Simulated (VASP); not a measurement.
# Mn (P6_3/mmc) in VASP: single point with PBE

Aim: the single point of Mn with PBE.

Program: VASP 6.6.1. These are calculated values, not measurements. Logs are shortened: lines on timing, memory, paths and dates and some standing lists are left out, and cuts for length are marked.

## Step 1: The cell of the first run

It takes space group P6_3/mmc (No. 194, hexagonal). Conventional cell: a = 2.580 Å, b = 2.580 Å, c = 4.150 Å, α = 90.00°, β = 90.00°, γ = 120.00°. Mn (site symmetry -6m2) has 12 Mn at 2.55 to 2.58 Å within 3.4 Å.

## Step 2: Single point, PBE, non-collinear spin, typed start

Input file INCAR:

```
SYSTEM = Mn
PREC = Accurate ; ENCUT = 520
EDIFF = 1E-6 ; ISMEAR = 0
SIGMA = 0.1 ; LREAL = .False.
LASPH = .True. ; NELM = 150
ALGO = Normal ; ISIF = 2
LWAVE = .False. ; LCHARG = .False.
LNONCOLLINEAR = .True. ; MAGMOM = 0 0 2.5 0 0 2.5
LORBIT = 11 ; LMAXMIX = 4
GGA = PE ; NBANDS = 38
```

Input file KPOINTS:

```
Automatic mesh
0
Gamma
  5 5 3
  0 0 0
```

Input file POSCAR:

```
Mn
1.0
    2.5800000000      0.0000000000      0.0000000000
   -1.2900000000      2.2343455420      0.0000000000
    0.0000000000      0.0000000000      4.1500000000
Mn
2
Direct
    0.3333333330      0.6666666670      0.2500000000
    0.6666666670      0.3333333330      0.7500000000
```

Potentials or basis: VASP PAW PBE potentials, release 64 (Mn_pv).

The run is started by

```sh
cat potpaw_PBE.64/Mn_pv/POTCAR > POTCAR
mpirun -np 1 vasp_ncl > vasp.out
```

OUTCAR:

```text
SYSTEM = Mn
   PREC = Accurate
   ENCUT = 520
   EDIFF = 1E-6
   ISMEAR = 0
   LREAL = .False.
   LASPH = .True.
   NELM = 150
   ISIF = 2
   LNONCOLLINEAR = .True.
   LORBIT = 11
   GGA = PE

 ion  position               nearest neighbor table
   1  0.333  0.667  0.250-   2 2.55   2 2.55   2 2.55   2 2.55   2 2.55   2 2.55
   2  0.667  0.333  0.750-   1 2.55   1 2.55   1 2.55   1 2.55   1 2.55   1 2.55

  LATTYP: Found a hexagonal cell.
 ALAT       =     2.5800000000
 C/A-ratio  =     1.6085271318

  Lattice vectors:

 A1 = (   2.5800000000,   0.0000000000,   0.0000000000)
 A2 = (  -1.2900000000,   2.2343455420,   0.0000000000)
 A3 = (   0.0000000000,   0.0000000000,   4.1500000000)

Analysis of symmetry for initial positions (statically):
=====================================================================
 Subroutine PRICEL returns:
 Original cell was already a primitive cell.

 Routine SETGRP: Setting up the symmetry group for a
 hexagonal supercell.

 Subroutine GETGRP returns: Found 24 space group operations
 (whereof 12 operations were pure point group operations)
 out of a pool of 24 trial point group operations.

The static configuration has the point symmetry D_3d.
 The point group associated with its full space group is D_6h.

Analysis of symmetry for dynamics (positions and initial velocities):
=====================================================================
 Subroutine PRICEL returns:
 Original cell was already a primitive cell.

 Routine SETGRP: Setting up the symmetry group for a
 hexagonal supercell.

 Subroutine GETGRP returns: Found 24 space group operations
 (whereof 12 operations were pure point group operations)
 out of a pool of 24 trial point group operations.

The dynamic configuration has the point symmetry D_3d.
 The point group associated with its full space group is D_6h.

Analysis of structural, dynamic, and magnetic symmetry:
=====================================================================
 Subroutine PRICEL returns:
 Original cell was already a primitive cell.

 Routine SETGRP: Setting up the symmetry group for a
 hexagonal supercell.

 Subroutine GETGRP returns: Found 12 space group operations
 (whereof  6 operations were pure point group operations)
 out of a pool of 24 trial point group operations.

[... 113 lines left out ...]
   AEXX    =    0.0000 exact exchange contribution
   IVDW    =     0    specifies the selected vdW correction
   LEPSILON=     F    determine dielectric tensor
   LRPA    =     F    only Hartree local field effects (RPA)
 Gauss-broadening in eV      SIGMA  =   0.10
  energy-cutoff  :      520.00
  volume of cell :       23.92
 maximum number of plane-waves:      1304
 NGX is ok and might be reduce to    20
   NGX =  9   NGY =  9   NGZ = 15

 number of electron      25.9999978 magnetization       0.0000000     -0.0000000      0.1822859

 number of electron      25.9999978 magnetization       0.0000000      0.0000000      0.1700417

 number of electron      25.9999978 magnetization      -0.0000000     -0.0000000      0.1670668

 Free energy of the ion-electron system (eV)
  ---------------------------------------------------
  ext. energy  EPLUGINS =         0.00000000
  ---------------------------------------------------
  free energy    TOTEN  =       -17.72972774 eV

  energy without entropy =      -17.71120532  energy(sigma->0) =      -17.72046653

 E-fermi :   8.9551     XC(G=0): -13.3758

 val. band max:        8.9444219730   @ k =   0.2000   0.0000   0.0000
 cond. band min:       8.9580461310   @ k =   0.4000   0.2000   0.3333
 fundamental gap:      0.0136241580
 Fermi energy:         8.9550694246

 k-point     1 :       0.0000    0.0000    0.0000
  band No.  band energies     occupation
      1     -39.1612      1.00000
      2     -39.0906      1.00000
      3     -38.7260      1.00000
      4     -38.7260      1.00000
      5     -38.6484      1.00000
      6     -38.6484      1.00000
[... 399 lines left out ...]
     37      18.2558      0.00000
     38      18.3016      0.00000

------------------------ aborting loop because EDIFF is reached ----------------------------------------

  FORCE on cell =-STRESS in cart. coord.  units (eV):
  Direction    XX          YY          ZZ          XY          YZ          ZX
  --------------------------------------------------------------------------------------
  -------------------------------------------------------------------------------------
  Total       -3.4714317     -3.4714317     -4.3134390     -0.0000038      0.0000000      0.0000000
  in kB     -232.4882844   -232.4882844   -288.8790892     -0.0002529      0.0000000      0.0000000
  external PRESSURE =    -251.2852194 kB  Pullay stress =       0.0000000 kB

 VOLUME and BASIS-vectors are now :
 -----------------------------------------------------------------------------
  energy-cutoff  :      520.00
  volume of cell :       23.92
      direct lattice vectors                 reciprocal lattice vectors
     2.580000000  0.000000000  0.000000000     0.387596899  0.223779174  0.000000000
    -1.290000000  2.234345542  0.000000000     0.000000000  0.447558348  0.000000000
     0.000000000  0.000000000  4.150000000     0.000000000  0.000000000  0.240963855

 POSITION                                       TOTAL-FORCE (eV/Angst)
 -----------------------------------------------------------------------------------
     -0.00000      1.48956      1.03750         0.000000      0.000000     -0.000000
      1.29000      0.74478      3.11250        -0.000000     -0.000000      0.000000
 -----------------------------------------------------------------------------------
    total drift:                               -0.000000      0.000000     -0.000000

  FREE ENERGIE OF THE ION-ELECTRON SYSTEM (eV)
  ---------------------------------------------------
  free  energy   TOTEN  =       -17.7297277362 eV

  energy  without entropy=      -17.7112053229  energy(sigma->0) =      -17.72046653

 total charge

# of ion       s       p       d       tot
------------------------------------------
    1        0.384   6.324   5.088  11.796
    2        0.384   6.324   5.088  11.796
--------------------------------------------------
tot          0.769  12.647  10.176  23.592

 magnetization (x)

# of ion       s       p       d       tot
------------------------------------------
    1        0.000   0.000  -0.000  -0.000
    2        0.000   0.000  -0.000  -0.000
--------------------------------------------------
tot          0.000   0.000  -0.000  -0.000

 magnetization (y)

# of ion       s       p       d       tot
------------------------------------------
    1       -0.000  -0.000   0.000  -0.000
    2        0.000   0.000   0.000   0.000
--------------------------------------------------
tot         -0.000   0.000   0.000  -0.000

 magnetization (z)

# of ion       s       p       d       tot
------------------------------------------
    1       -0.001   0.000   0.082   0.082
    2       -0.001   0.000   0.082   0.082
--------------------------------------------------
tot         -0.001   0.000   0.165   0.164
```

OSZICAR:

```text
N       E                     dE             d eps       ncg     rms          rms(c)
DAV:   1     0.318820812614E+03    0.31882E+03   -0.14730E+04   768   0.191E+03
DAV:   2    -0.110016690434E+00   -0.31893E+03   -0.30631E+03   772   0.537E+02
DAV:   3    -0.196917038272E+02   -0.19582E+02   -0.18803E+02   784   0.153E+02
DAV:   4    -0.200092943662E+02   -0.31759E+00   -0.31726E+00   838   0.205E+01
DAV:   5    -0.200161385498E+02   -0.68442E-02   -0.68441E-02   802   0.292E+00    0.195E+01
DAV:   6    -0.175501453133E+02    0.24660E+01   -0.19072E+01   778   0.537E+01    0.542E+00
DAV:   7    -0.175815985976E+02   -0.31453E-01   -0.10951E+00   802   0.120E+01    0.419E+00
DAV:   8    -0.176558436557E+02   -0.74245E-01   -0.52379E-02   802   0.158E+00    0.312E+00
DAV:   9    -0.177111344977E+02   -0.55291E-01   -0.47154E-02   828   0.130E+00    0.186E+00
DAV:  10    -0.177280249171E+02   -0.16890E-01   -0.92496E-02   784   0.129E+00    0.427E-01
DAV:  11    -0.177294328969E+02   -0.14080E-02   -0.59168E-03   800   0.915E-01    0.163E-01
DAV:  12    -0.177296364628E+02   -0.20357E-03   -0.79813E-04   822   0.297E-01    0.826E-02
DAV:  13    -0.177297114369E+02   -0.74974E-04   -0.17691E-04   804   0.126E-01    0.290E-02
DAV:  14    -0.177297224762E+02   -0.11039E-04   -0.79104E-05   824   0.726E-02    0.158E-02
DAV:  15    -0.177297233833E+02   -0.90710E-06   -0.44423E-05   796   0.503E-02    0.120E-02
DAV:  16    -0.177297287248E+02   -0.53416E-05   -0.42958E-05   802   0.494E-02    0.709E-03
DAV:  17    -0.177297277362E+02    0.98867E-06   -0.81711E-06   710   0.226E-02
   1 F= -.17729728E+02 E0= -.17720467E+02  d E =-.185224E-01  mag=    -0.0000    -0.0000     0.1668
```

Wall time 28 s (1 thread of Intel Xeon Platinum 8259CL at 2.50GHz (Skylake/Cascade Lake), shared host); peak memory 0.18 GiB.

What came out:

```yaml
Free_energy: -17.7297 eV
Pressure: -25.1 GPa
Band_gap_on_the_k_mesh: zero (band 26 reaches 9.61 eV, above the bottom of band 27 at 8.32 eV)
Net_moment: 0.17 μB per cell
Valence_electrons_inside_the_program's_atomic_spheres: Mn 11.80
```

Levels at points of the mesh, in eV from the Fermi level:
```tsv
k point	band 23	band 24	band 25	band 26	band 27	band 28	band 29	band 30
(0.00, 0.00, 0.00)	-0.43	-0.43	-0.33	-0.33	0.02	0.02	0.08	0.08
```

Moments on the atoms (μB; x, y, z):
```
Mn  0.00 0.00 0.08
Mn  0.00 0.00 0.08
```

Caveat: the k points lie up to 0.56 Å⁻¹ apart.
